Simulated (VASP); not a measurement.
Ru:

```
Ru
1.0
     4.24692    0.00000    0.00000
    -2.12346    3.67794    0.00000
     0.00000    0.00000    2.60336
Ru
3
Cartesian
  0.0000 0.0000 0.0000
  0.0000 2.4520 1.3017
  2.1235 1.2260 1.3017
```

This isn't the form of Ru at room conditions, which is hcp.

```yaml
Program: VASP 6.6.1
Task: relaxation of cell and atoms
Functional: PBE
Potentials_or_basis: VASP PAW PBE potentials, release 64 (Ru_pv)
Cutoff: 600 eV
k_mesh: 9 × 9 × 12
Occupations: fermi-dirac, width 0.05 eV
Spin: collinear spin, ferromagnetic start
Starting_moments: "[1.0, 1.0, 1.0] μB"
```

At the start: pressure 12.5 GPa; volume 13.55 Å³/atom.

Question: Where does the relaxation end?

Answer: Over 7 steps the energy falls by 27.4 meV/atom and the volume is 14.10 Å³/atom (+4.0 %); space group P6/mmm (No. 191, to 0.1 Å) before and after; moment 0.00 μB per cell.

Step by step:
```
step  energy change (eV)  largest force (eV/Å)  pressure (GPa)  volume (Å³)
   1              0.0000                0.0000           12.48        40.66
   2              0.3309                0.0000          -24.25        47.17
   3             -0.0757                0.0000           -1.56        42.51
   4             -0.0759                0.0000           -1.07        42.43
   5             -0.0786                0.0000            1.00        42.20
   6             -0.0821                0.0000            0.07        42.30
   7             -0.0821                0.0000            0.10        42.30
```

Final structure:
```xyz
3
Lattice="4.2684 0.0000 0.0000 -2.1342 3.6966 0.0000 0.0000 0.0000 2.6808" Properties=species:S:1:pos:R:3 pbc="T T T"
Ru    2.1342    3.6966    0.0000
Ru    0.0000    2.4644    1.3404
Ru    2.1342    1.2322    1.3404
```
